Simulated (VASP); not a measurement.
KBr:

```
K Br
1.0
     3.97632    0.00000    0.00000
     0.00000    3.97632    0.00000
     0.00000    0.00000    3.97632
K Br
1 1
Direct
  0.00000 0.00000 0.00000
  0.50000 0.50000 0.50000
```

Base run:

- Program: VASP 6.6.1
- Functional: r2SCAN
- Potentials or basis: VASP PAW PBE potentials, release 64 (K_sv, Br)
- Cutoff: 520 eV
- k mesh: 4 × 4 × 4
- Occupations: gaussian, width 0.01 eV
- Spin: no spin polarisation

Its results: band gap on the k mesh 4.77 eV (least direct gap 5.05 eV); pressure 0.0 GPa.

The run is repeated on the same cell with these changes: functional from r2SCAN to PBE-based screened hybrid with 35 % exact exchange. What comes out?

Band gap on the k mesh 5.67 eV (least direct gap 5.98 eV); pressure 0.4 GPa.

Caveats: the structure was generated, so it needn't be the stable form of KBr; the PAW data sets were made with another functional, which shifts forces and pressure a little.

A k mesh can miss the band edges.
